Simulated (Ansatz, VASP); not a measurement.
**Two plane-wave programs on N**

```xyz
4
Lattice="4.4304 0.0000 0.0000 -2.2152 3.8369 0.0000 0.0000 0.0000 7.4930" Properties=species:S:1:pos:R:3 pbc="T T T"
N     0.0000    2.5579    2.4260
N     0.0000    2.5579    1.3205
N     2.2152    1.2790    6.1726
N     2.2152    1.2790    5.0670
```

Change from the starting cell: z stretched by +0.5 %, x and y held, PAW files.

Alike in both runs: task relaxation of the atoms; functional PBEsol; k mesh 6 × 6 × 4; no spin polarisation.

```csv
,VASP,Ansatz
version,VASP 6.6.1,Ansatz 0.2.0
potentials or method,"VASP PAW PBE potentials, release 64 (N)","PAW with Ansatz's default frozen-core files, scalar-relativistic"
plane-wave cutoff (eV),520,420
occupations,"gaussian, width 0.01 eV",fixed
valence electrons in the cell,20,20
```

VASP gave:

- gap on the k mesh at the Fermi level, each at its own relaxed structure (eV): 7.27

Task: Estimate Ansatz's values.

Result: gap on the k mesh at the Fermi level, each at its own relaxed structure (eV): 7.46.

VASP's potentials were made for PBE, not for PBEsol.

Noted on VASP's run: the standard files for N, O and F lose accuracy on very short bonds.
